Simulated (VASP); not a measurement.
# ZnO (P6_3mc) in VASP: a series of runs, part 2 of 2

VASP 6.6.1. The steps go on from the part before.

### Step 5. Single point, r2SCAN (strain along c alone, the other axes held: -6.0 %, then relaxed in part)

Input file POSCAR:

```
ZnO
1.0
    3.2348692153      0.0000000000      0.0000000000
   -1.6174346076      2.8014789184      0.0000000000
    0.0000000000      0.0000000000      4.8995728459
Zn O
2 2
Direct
    0.6666666667      0.3333333333      0.4906045913
    0.3333333333      0.6666666667     -0.0093954087
    0.6666666667      0.3333333333      0.8897054087
    0.3333333333      0.6666666667      0.3897054087
```

Input file INCAR.step1:

```
SYSTEM = ZnO
ALGO = Normal ; EDIFF = 1E-4
ENCUT = 520 ; GGA = PE
ISMEAR = 0 ; LASPH = .TRUE.
LCHARG = .FALSE. ; LREAL = .FALSE.
LWAVE = .TRUE. ; NBANDS = 26
NELM = 100 ; PREC = Accurate
SIGMA = 0.02
```

Input file INCAR.step2:

```
SYSTEM = ZnO
ALGO = Normal ; EDIFF = 1E-6
ENCUT = 520 ; ISIF = 2
ISMEAR = 0 ; ISTART = 1
LASPH = .TRUE. ; LCHARG = .FALSE.
LMIXTAU = .TRUE. ; LREAL = .FALSE.
LWAVE = .FALSE. ; METAGGA = R2SCAN
NBANDS = 26 ; NELM = 100
PREC = Accurate ; SIGMA = 0.02
```

Input file KPOINTS:

```
k-points
0
G
  12 12 6
  0 0 0
```

Potentials or basis: VASP PAW PBE potentials, release 64 (Zn, O).

Started as:

```console
> cat potpaw_PBE.64/Zn/POTCAR potpaw_PBE.64/O/POTCAR > POTCAR
> cp INCAR.step1 INCAR
> mpirun -np 1 vasp_std > vasp.out
> cp INCAR.step2 INCAR
> mpirun -np 1 vasp_std > vasp.out
```

OUTCAR:

```text
SYSTEM = ZnO
   EDIFF = 1E-6
   ENCUT = 520
   ISIF = 2
   ISMEAR = 0
   ISTART = 1
   LASPH = .TRUE.
   LREAL = .FALSE.
   METAGGA = R2SCAN
   NELM = 100
   PREC = Accurate

 ion  position               nearest neighbor table
   1  0.667  0.333  0.491-   4 1.93   4 1.93   4 1.93   3 1.96
   2  0.333  0.667  0.991-   3 1.93   3 1.93   3 1.93   4 1.96
   3  0.667  0.333  0.890-   2 1.93   2 1.93   2 1.93   1 1.96
   4  0.333  0.667  0.390-   1 1.93   1 1.93   1 1.93   2 1.96

  LATTYP: Found a hexagonal cell.
 ALAT       =     3.2348692153
[... 889 lines left out ...]
     26      16.6860      0.00000

 [... further k-points ...]
[... 5 lines left out ...]
  --------------------------------------------------------------------------------------
  -------------------------------------------------------------------------------------
  Total        2.7286293      2.7286293      3.9018252      0.0000000      0.0000000      0.0000000
  in kB       98.4584084     98.4584085    140.7913867      0.0000000      0.0000000      0.0000000
  external PRESSURE =     112.5694012 kB  Pullay stress =       0.0000000 kB

 VOLUME and BASIS-vectors are now :
 -----------------------------------------------------------------------------
  energy-cutoff  :      520.00
  volume of cell :       44.40
      direct lattice vectors                 reciprocal lattice vectors
     3.234869215  0.000000000  0.000000000     0.309131508  0.178477160  0.000000000
    -1.617434608  2.801478918  0.000000000     0.000000000  0.356954319  0.000000000
     0.000000000  0.000000000  4.899572846     0.000000000  0.000000000  0.204099425

 POSITION                                       TOTAL-FORCE (eV/Angst)
 -----------------------------------------------------------------------------------
      1.61743      0.93383      2.40375        -0.000000      0.000000      0.005273
     -0.00000      1.86765      4.85354        -0.000000     -0.000000      0.005273
      1.61743      0.93383      4.35918         0.000000     -0.000000     -0.005273
     -0.00000      1.86765      1.90939        -0.000000     -0.000000     -0.005273
 -----------------------------------------------------------------------------------
    total drift:                                0.000000      0.000001      0.061775

  FREE ENERGIE OF THE ION-ELECTRON SYSTEM (eV)
  ---------------------------------------------------
  free  energy   TOTEN  =       -36.1802480684 eV

  energy  without entropy=      -36.1802480684  energy(sigma->0) =      -36.18024807
```

It took 96 s on 1 thread of Intel Xeon 6975P-C (Granite Rapids), shared host; peak memory 0.21 GiB.

Results:

```yaml
Free_energy: -36.1802 eV
Pressure: 11.3 GPa
Largest_force: 0.005 eV/Å
Band_gap_on_the_k_mesh: 1.39 eV, direct
```

Forces in eV/Å, atoms in the order of the input:
```
Zn   0.000  0.000  0.005
Zn   0.000  0.000  0.005
O    0.000  0.000 -0.005
O    0.000  0.000 -0.005
```

Stress tensor (GPa, compression positive):
```
 9.85  0.00  0.00
 0.00  9.85  0.00
 0.00  0.00 14.08
```

Caveat: the cell differs from its parent crystal (strain along c alone, the other axes held: -6.0 %, then relaxed in part); the PAW data sets were made with another functional, which shifts forces and pressure a little.

### Step 6. Single point, r2SCAN

This run uses another cell than the first one, of 11.10 Å³/atom, 0.927 times its volume.

POSCAR is that of step 5.

Input file INCAR.step1:

```
PREC = Accurate
ENCUT = 520
ISMEAR = 0
SIGMA = 0.02
LREAL = False
LASPH = True
NELM = 100
NBANDS = 26
GGA = PE
ALGO = Normal
EDIFF = 1E-4
LWAVE = True
LCHARG = False
```

Input file INCAR.step2:

```
PREC = Accurate
ENCUT = 520
EDIFF = 1E-7
ISMEAR = 0
SIGMA = 0.02
LREAL = False
LASPH = True
NELM = 100
ALGO = Normal
ISIF = 2
LWAVE = False
LCHARG = False
METAGGA = R2SCAN
LMIXTAU = True
NBANDS = 26
ISTART = 1
```

Input file KPOINTS:

```
Automatic mesh
0
Gamma
  12 12 6
```

Potentials or basis: VASP PAW PBE potentials, release 64 (Zn, O).

Started as:

```console
> cat potpaw_PBE.64/Zn/POTCAR potpaw_PBE.64/O/POTCAR > POTCAR
> cp INCAR.step1 INCAR
> mpirun -np 1 vasp_std > vasp.out
> cp INCAR.step2 INCAR
> mpirun -np 1 vasp_std > vasp.out
```

Wall time 97 s (1 thread of Intel Xeon 6975P-C (Granite Rapids), shared host); peak memory 0.21 GiB.

The run converged. Its results:

```
Free energy            : -36.1802 eV
Pressure               : 11.3 GPa
Largest force          : 0.005 eV/Å
Band gap on the k mesh : 1.39 eV, direct
```

Forces on the atoms (eV/Å):
```
Zn   0.000  0.000  0.005
Zn   0.000  0.000  0.005
O    0.000  0.000 -0.005
O    0.000  0.000 -0.005
```

Stress tensor (GPa, compression positive):
```
 9.84  0.00  0.00
 0.00  9.84  0.00
 0.00  0.00 14.08
```

Levels at points of the mesh, in eV from the valence-band top:
```
           k point  band 14  band 15  band 16  band 17  band 18  band 19  band 20  band 21  band 22  band 23
(0.00, 0.00, 0.00)    -0.87    -0.87    -0.21     0.00     0.00     1.39     5.87     9.61    13.45    13.45
(0.50, 0.00, 0.00)    -3.71    -2.94    -2.65    -1.29    -1.10     6.69     7.34     8.69     9.39    12.15
(0.00, 0.00, 0.50)    -2.17    -0.42    -0.42    -0.42    -0.42     4.21     4.21    11.49    11.49    13.73
(0.50, 0.00, 0.50)    -3.86    -1.81    -1.81    -1.23    -1.23     6.47     6.47     9.55     9.55    12.22
```

Caveat: the PAW data sets were made with another functional, which shifts forces and pressure a little. r2SCAN opens gaps a little over a GGA but as a rule still falls short of measured ones.

### Step 7. The runs side by side

| cell | gap on the mesh (eV) | pressure (GPa) | largest force (eV/Å) |
| --- | --- | --- | --- |
| a = 3.193, b = 3.193, c = 5.421 Å, angles 90.0, 90.0, 120.0°, 4 atoms | 1.13 | -1.3 | - |
| a = 3.203, b = 3.203, c = 5.421 Å, angles 90.0, 90.0, 120.0°, 4 atoms | 1.12 | -1.7 | 0.18 |
| a = 3.235, b = 3.235, c = 5.525 Å, angles 90.0, 90.0, 120.0°, 4 atoms | 1.04 | -7.0 | 0.03 |
| a = 3.235, b = 3.235, c = 4.900 Å, angles 90.0, 90.0, 120.0°, 4 atoms | 1.39 | 11.3 | 0.01 |

Alike in all rows: task single point; level r2SCAN; potentials or basis VASP PAW PBE potentials, release 64 (Zn, O); no spin polarisation; k mesh 12 × 12 × 6; cutoff (eV) 520; smearing gaussian 0.02 eV.

Caveats: the PAW data sets were made with another functional, which shifts forces and pressure a little.

Total energies depend on the potentials used, so only differences within one code and one set of settings carry meaning.
